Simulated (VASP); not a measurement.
Input of a VASP 6.6.1 run:

The input INCAR:

```
SYSTEM = CsCl
PREC = Accurate
ENCUT = 500
EDIFF = 1E-6
ISMEAR = 0
SIGMA = 0.01
LREAL = .False.
LASPH = .True.
NELM = 120
ALGO = Normal
ISIF = 2
LWAVE = .False.
LCHARG = .True.
GGA = PS
LELF = .True.
LVHAR = .True.
NBANDS = 15
GGA_COMPAT = .False.
```

File KPOINTS:

```
Automatic mesh
0
Gamma
  6 6 6
  0 0 0
```

Contents of POSCAR:

```
CsCl
1.0
    3.7211972923      0.0000000000      0.0000000000
    0.0000000000      3.7211972923      0.0000000000
    0.0000000000      0.0000000000      3.7211972923
Cs Cl
1 1
Direct
    0.0000000000      0.0000000000      0.0000000000
    0.5000000000      0.5000000000      0.5000000000
```

Potentials or basis: VASP PAW PBE potentials, release 64 (Cs_sv, Cl).

Command:

```sh
$ cat potpaw_PBE.64/Cs_sv/POTCAR potpaw_PBE.64/Cl/POTCAR > POTCAR
$ mpirun -np 1 vasp_std > vasp.out
```

Problem. What does it give for the band gap on the k mesh?

Solution. 4.56 eV.

Problem. Estimate the pressure.

Solution. 10.3 GPa.

Caveat: the cell stands under pressure; the PAW data sets were made with another functional, which shifts forces and pressure a little; spin-orbit coupling is left out, which moves the levels of the heavy elements. A k mesh can miss the band edges.
